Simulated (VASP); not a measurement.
# Pb (Im-3m) in VASP: notebook

Pb is run at these levels: LDA; tasks: single point, relaxation of cell and atoms.

Program: VASP 6.6.1. These are calculated values, not measurements. Logs are shortened: lines on timing, memory, paths and dates and some standing lists are left out, and cuts for length are marked.

## 1. The cell of the first run

Symmetry: Im-3m, No. 229, cubic system. Conventional cell: a = 3.869 Å, b = 3.869 Å, c = 3.869 Å, α = 90.00°, β = 90.00°, γ = 90.00°. Within 4.4 Å of Pb (site symmetry m-3m) lie 14 Pb at 3.35 to 3.87 Å.

## 2. Single point, LDA

Contents of INCAR:

```
SYSTEM = Pb
ALGO = Normal
EDIFF = 1E-6
ENCUT = 520
ISIF = 2
ISMEAR = -1
LASPH = .True.
LCHARG = .False.
LREAL = .False.
LWAVE = .False.
NBANDS = 13
NELM = 100
PREC = Accurate
SIGMA = 0.05
```

Contents of KPOINTS:

```
k-points
0
Gamma
  15 15 15
  0 0 0
```

Contents of POSCAR:

```
Pb
1.0
   -1.9346816463      1.9346816463      1.9346816463
    1.9346816463     -1.9346816463      1.9346816463
    1.9346816463      1.9346816463     -1.9346816463
Pb
1
Direct
    0.0000000000      0.0000000000      0.0000000000
```

Potentials or basis: VASP PAW LDA potentials, release 64 (Pb_d).

Run with:

```sh
$ cat potpaw_LDA.64/Pb_d/POTCAR > POTCAR
$ mpirun -np 1 vasp_std > vasp.out
```

OUTCAR:

```text
SYSTEM = Pb
   EDIFF = 1E-6
   ENCUT = 520
   ISIF = 2
   ISMEAR = -1
   LASPH = .True.
   LREAL = .False.
   NELM = 100
   PREC = Accurate

 ion  position               nearest neighbor table
   1  0.000  0.000  0.000-

  LATTYP: Found a body centered cubic cell.
 ALAT       =     3.8693632926

  Lattice vectors:

 A1 = (  -1.9346816463,   1.9346816463,   1.9346816463)
 A2 = (   1.9346816463,  -1.9346816463,   1.9346816463)
 A3 = (   1.9346816463,   1.9346816463,  -1.9346816463)

Analysis of symmetry for initial positions (statically):
=====================================================================
 Subroutine PRICEL returns:
 Original cell was already a primitive cell.

 Routine SETGRP: Setting up the symmetry group for a
 body centered cubic supercell.

 Subroutine GETGRP returns: Found 48 space group operations
 (whereof 48 operations were pure point group operations)
 out of a pool of 48 trial point group operations.

The static configuration has the point symmetry O_h .

Analysis of symmetry for dynamics (positions and initial velocities):
=====================================================================
 Subroutine PRICEL returns:
 Original cell was already a primitive cell.

 Routine SETGRP: Setting up the symmetry group for a
 body centered cubic supercell.

 Subroutine GETGRP returns: Found 48 space group operations
 (whereof 48 operations were pure point group operations)
 out of a pool of 48 trial point group operations.

The dynamic configuration has the point symmetry O_h .

 Subroutine INISYM returns: Found 48 space group operations
 (whereof 48 operations are pure point group operations),
 and found     1 'primitive' translations

----------------------------------------------------------------------------------------

                                     Primitive cell

  volume of cell :      28.9660

  direct lattice vectors                    reciprocal lattice vectors
    -1.934681646  1.934681646  1.934681646     0.000000000  0.258440452  0.258440452
     1.934681646 -1.934681646  1.934681646     0.258440452  0.000000000  0.258440452
     1.934681646  1.934681646 -1.934681646     0.258440452  0.258440452  0.000000000

  length of vectors
     3.350966908  3.350966908  3.350966908     0.365489993  0.365489993  0.365489993

  position of ions in fractional coordinates (direct lattice)
     0.000000000  0.000000000  0.000000000

  ion indices of the primitive-cell ions
   primitive index   ion index
                 1           1

----------------------------------------------------------------------------------------

 KPOINTS: k-points

Automatic generation of k-mesh.
 Grid dimensions read from file:
 generate k-points for:   15   15   15

 Generating k-lattice:

  Cartesian coordinates                     Fractional coordinates (reciprocal lattice)
     0.000000000  0.017229363  0.017229363     0.066666667  0.000000000  0.000000000
     0.017229363  0.000000000  0.017229363     0.000000000  0.066666667  0.000000000
     0.017229363  0.017229363  0.000000000     0.000000000  0.000000000  0.066666667

  Length of vectors
     0.024366000  0.024366000  0.024366000

  Shift w.r.t. Gamma in fractional coordinates (k-lattice)
     0.000000000  0.000000000  0.000000000

 Subroutine IBZKPT returns following result:
 ===========================================

 Found    120 irreducible k-points:

 Following reciprocal coordinates:
            Coordinates               Weight
  0.000000  0.000000  0.000000      1.000000
  0.066667  0.000000  0.000000     12.000000
  0.133333  0.000000  0.000000     12.000000
  0.200000  0.000000  0.000000     12.000000
  0.266667  0.000000  0.000000     12.000000
  0.333333  0.000000  0.000000     12.000000
[... 16 lines left out ...]
  0.333333  0.200000 -0.000000     48.000000
  0.400000  0.200000  0.000000     24.000000
 [... further k-points ...]
   k-points           NKPTS =    120   k-points in BZ     NKDIM =    120   number of bands    NBANDS=     13
   number of dos      NEDOS =    301   number of ions     NIONS =      1
   total plane-waves  NPLWV =  21952
   dimension x,y,z NGX =    28 NGY =   28 NGZ =   28
   dimension x,y,z NGXF=    56 NGYF=   56 NGZF=   56
   ions per type =               1
   NGX,Y,Z   is equivalent  to a cutoff of  13.89, 13.89, 13.89 a.u.
   NGXF,Y,Z  is equivalent  to a cutoff of  27.78, 27.78, 27.78 a.u.
 SYSTEM =  Pb
   PREC   = accura    normal or accurate (medium, high low for compatibility)
   ISTART =      0    job   : 0-new  1-cont  2-samecut
   ICHARG =      2    charge: 1-file 2-atom 10-const
   ISPIN  =      1    spin polarized calculation?
   LNONCOLLINEAR =      F non collinear calculations
   LSORBIT =      F    spin-orbit coupling
   LASPH  =      T    aspherical Exc in radial PAW
   ENCUT  =  520.0 eV  38.22 Ry    6.18 a.u.   6.23  6.23  6.23*2*pi/ulx,y,z
   NELM   =    100;   NELMIN=  2; NELMDL= -5     # of ELM steps
   EDIFF  = 0.1E-05   stopping-criterion for ELM
   LREAL  =      F    real-space projection
   EDIFFG = 0.1E-04   stopping-criterion for IOM
   NSW    =      0    number of steps for IOM
   IBRION =     -1    ionic relax: 0-MD 1-quasi-New 2-CG
   NFREE  =      0    steps in history (QN), initial steepest desc. (CG)
   ISIF   =      2    stress and relaxation
   ISYM   =      2    0-nonsym 1-usesym 2-fastsym
   POTIM  = 0.5000    time-step for ionic-motion
   TEBEG  =    0.0;   TEEND  =   0.0 temperature during run
   PSTRESS=    0.0 pullay stress
   NELECT =      14.0000    total number of electrons
   NUPDOWN=      -1.0000    fix difference up-down
   EMIN   =  10.00;   EMAX   =-10.00  energy-range for DOS
   EFERMI =   0.00;   METHOD = LEGACY
   ISMEAR =    -1;   SIGMA  =   0.05  broadening in eV -4-tet -1-fermi 0-gaus
   EFERMI_NEDOS =   21; number of points for ismear=-14 and -15
   IALGO  =     38    algorithm
   IMIX   =      4    mixing-type and parameters
     AMIX     =   0.40;   BMIX     =  1.00
     AMIX_MAG =   1.60;   BMIX_MAG =  1.00
  volume/ion in A,a.u.               =      28.97       195.47
  Fermi-wavevector in a.u.,A,eV,Ry     =   1.284758  2.427841 22.457819  1.650603
  Thomas-Fermi vector in A             =   2.416933
   LORBIT       =      0    0 simple, 1 ext, 2 COOP (PROOUT), +10 PAW based schemes
   GGA     = CA    functional components
   LHFCALC =     F    Hartree Fock is set to
   AEXX    =    0.0000 exact exchange contribution
   IVDW    =     0    specifies the selected vdW correction
   LEPSILON=     F    determine dielectric tensor
   LRPA    =     F    only Hartree local field effects (RPA)
 non-spin polarized calculation
  energy-cutoff  :      520.00
  volume of cell :       28.97
 maximum number of plane-waves:       792
 NGX is ok and might be reduce to    28
   NGX = 13   NGY = 13   NGZ = 13

 number of electron      13.9999998 magnetization

 Free energy of the ion-electron system (eV)
  ---------------------------------------------------
  ext. energy  EPLUGINS =         0.00000000
  ---------------------------------------------------
  free energy    TOTEN  =        -4.21461236 eV

  energy without entropy =       -4.20918903  energy(sigma->0) =       -4.21190069

 E-fermi :   7.4938     XC(G=0): -10.6787

 val. band max:        7.4635880501   @ k =  -0.3333   0.4667   0.2000
 cond. band min:       7.5021061291   @ k =  -0.4000  -0.4667   0.1333
 fundamental gap:      0.0385180790
 Fermi energy:         7.4937575494

 k-point     1 :       0.0000    0.0000    0.0000
  band No.  band energies     occupation
      1      -9.5747      2.00000
      2      -9.5747      2.00000
      3      -9.5747      2.00000
      4      -9.2972      2.00000
      5      -9.2972      2.00000
      6      -4.5519      2.00000
      7      15.5176      0.00000
      8      15.5176      0.00000
      9      15.5176      0.00000
     10      18.7603      0.00000
     11      18.7603      0.00000
     12      18.7603      0.00000
     13      20.2681      0.00000

 k-point     2 :       0.0667    0.0000    0.0000
  band No.  band energies     occupation
      1      -9.5791      2.00000
      2      -9.5696      2.00000
      3      -9.5563      2.00000
      4      -9.3021      2.00000
      5      -9.2976      2.00000
      6      -4.4571      2.00000
      7      14.5177      0.00000
      8      15.1817      0.00000
      9      15.3792      0.00000
     10      18.1848      0.00000
     11      18.5560      0.00000
     12      18.6740      0.00000
     13      20.8165      0.00000

 k-point     3 :       0.1333    0.0000    0.0000
  band No.  band energies     occupation
      1      -9.5913      2.00000
      2      -9.5571      2.00000
      3      -9.5038      2.00000
      4      -9.3147      2.00000
      5      -9.2986      2.00000
      6      -4.1721      2.00000
      7      12.5103      0.00000
      8      14.3933      0.00000
      9      14.9800      0.00000
     10      17.3801      0.00000
     11      18.1347      0.00000
     12      18.6796      0.00000
     13      21.2969      0.00000
[... 305 lines left out ...]
 k-point    23 :       0.3333    0.2000   -0.0000
  band No.  band energies     occupation
      1      -9.6293      2.00000
      2      -9.5040      2.00000
      3      -9.3385      2.00000
      4      -9.3204      2.00000
      5      -9.2045      2.00000
      6      -0.4140      2.00000
      7       4.5448      2.00000
      8       7.9452      0.00024
      9      11.9912      0.00000
     10      17.3857      0.00000
     11      19.5974      0.00000
     12      21.1783      0.00000
     13      21.8095      0.00000

 k-point    24 :       0.4000    0.2000    0.0000
  band No.  band energies     occupation
      1      -9.6314      2.00000
      2      -9.5029      2.00000
      3      -9.3409      2.00000
      4      -9.3134      2.00000
      5      -9.1976      2.00000
      6      -0.0319      2.00000
      7       4.0420      2.00000
      8       7.7726      0.00754
      9      11.9078      0.00000
     10      17.3275      0.00000
     11      20.3827      0.00000
     12      20.9200      0.00000
     13      21.1409      0.00000

 [... further k-points ...]
[... 5 lines left out ...]
  --------------------------------------------------------------------------------------
  -------------------------------------------------------------------------------------
  Total        0.0069602      0.0069602      0.0069602      0.0000000     -0.0000000      0.0000000
  in kB        0.3849868      0.3849868      0.3849868      0.0000000     -0.0000000      0.0000000
  external PRESSURE =       0.3849868 kB  Pullay stress =       0.0000000 kB

 VOLUME and BASIS-vectors are now :
 -----------------------------------------------------------------------------
  energy-cutoff  :      520.00
  volume of cell :       28.97
      direct lattice vectors                 reciprocal lattice vectors
    -1.934681646  1.934681646  1.934681646     0.000000000  0.258440452  0.258440452
     1.934681646 -1.934681646  1.934681646     0.258440452  0.000000000  0.258440452
     1.934681646  1.934681646 -1.934681646     0.258440452  0.258440452  0.000000000

 POSITION                                       TOTAL-FORCE (eV/Angst)
 -----------------------------------------------------------------------------------
      0.00000      0.00000      0.00000         0.000000      0.000000      0.000000
 -----------------------------------------------------------------------------------
    total drift:                               -0.000000     -0.000000     -0.000000

  FREE ENERGIE OF THE ION-ELECTRON SYSTEM (eV)
  ---------------------------------------------------
  free  energy   TOTEN  =        -4.2146123597 eV

  energy  without entropy=       -4.2091890264  energy(sigma->0) =       -4.21190069
```

Wall time 16 s (1 thread of Intel Xeon 6975P-C (Granite Rapids), shared host); peak memory 0.16 GiB.

What came out:

- Free energy: -4.2146 eV
- Pressure: 0.0 GPa
- Band gap on the k mesh: zero (band 7 reaches 15.52 eV, above the bottom of band 8 at 5.36 eV)

Caveat: spin-orbit coupling is left out, which moves the levels of the heavy elements.

## 3. Single point, LDA

Contents of INCAR:

```
PREC     = Accurate       # precision mode
ENCUT    = 520            # plane-wave cutoff, eV
EDIFF    = 1E-6           # SCF threshold, eV
ISMEAR   = -1             # smearing method
SIGMA    = 0.05           # smearing width, eV
LREAL    = F              # projectors in reciprocal space
LASPH    = T              # aspherical terms in the spheres
NELM     = 80             # most SCF steps
ALGO     = Normal         # electronic algorithm
ISIF     = 2              # what is computed and relaxed
LWAVE    = F              # write WAVECAR
LCHARG   = F              # write CHGCAR
NBANDS   = 13             # bands
```

Contents of KPOINTS:

```
Automatic mesh
0
Gamma
  15 15 15
```

POSCAR is that of step 2.

Potentials or basis: VASP PAW LDA potentials, release 64 (Pb_d).

Run with:

```sh
$ cat potpaw_LDA.64/Pb_d/POTCAR > POTCAR
$ mpirun -np 1 vasp_std > vasp.out
```

It took 14 s on 1 thread of Intel Xeon 6975P-C (Granite Rapids), shared host; peak memory 0.17 GiB.

The run converged. Its results:

- Free energy: -4.2146 eV
- Pressure: 0.0 GPa
- Band gap on the k mesh: zero (band 7 reaches 15.52 eV, above the bottom of band 8 at 5.36 eV)

Levels at points of the mesh, in eV from the Fermi level:
```csv
k point,band 3,band 4,band 5,band 6,band 7,band 8,band 9,band 10,band 11,band 12
"(0.00, 0.00, 0.00)",-17.07,-16.79,-16.79,-12.05,8.02,8.02,8.02,11.27,11.27,11.27
```

Caveat: spin-orbit coupling is left out, which moves the levels of the heavy elements.

## 4. Relaxation of cell and atoms, LDA

Contents of INCAR:

```
SYSTEM = Pb
  PREC = Accurate
  ENCUT = 600
  EDIFF = 1E-6
  ISMEAR = -1
  SIGMA = 0.05
  LREAL = .FALSE.
  LASPH = .TRUE.
  NELM = 60
  ALGO = Normal
  ISIF = 3
  LWAVE = .FALSE.
  LCHARG = .FALSE.
  GGA = CA
  IBRION = 2
  NSW = 60
  EDIFFG = -0.005
```

Contents of KPOINTS:

```
regular mesh
0
G
  15 15 15
  0 0 0
```

POSCAR is that of step 3.

Run with:

```sh
$ cat potpaw_LDA.64/Pb_d/POTCAR > POTCAR
$ mpirun -np 1 vasp_std > vasp.out
```

It took 78 s on 1 thread of Intel Xeon 6975P-C (Granite Rapids), shared host; peak memory 0.18 GiB.

Results (log left out):

```
Free energy                            : -4.2147 eV
Relaxed volume                         : 29.05 Å³/atom
Relaxed cell                           : a = 3.354 Å, b = 3.354 Å, c = 3.354 Å, α = 109.47°, β = 109.47°, γ = 109.47°
Space group after relaxing (to 0.05 Å) : Im-3m (No. 229)
Energy gained by relaxing              : 0.0 meV/atom
Ionic steps                            : 8
Pressure after relaxing                : 0.0 GPa
Band gap on the k mesh                 : zero (band 7 reaches 15.46 eV, above the bottom of band 8 at 5.33 eV)
```

Final structure:
```
CELL_PARAMETERS angstrom
-1.93659 1.93659 1.93659
1.93659 -1.93659 1.93659
1.93659 1.93659 -1.93659
ATOMIC_POSITIONS crystal
Pb 0.00000 0.00000 0.00000
```

Levels at points of the mesh, in eV from the Fermi level:
```
           k point  band 5  band 6  band 7  band 8  band 9  band 10
(0.00, 0.00, 0.00)  -16.79  -12.02    8.00    8.00    8.00    11.26
```

Caveat: spin-orbit coupling is left out, which moves the levels of the heavy elements.
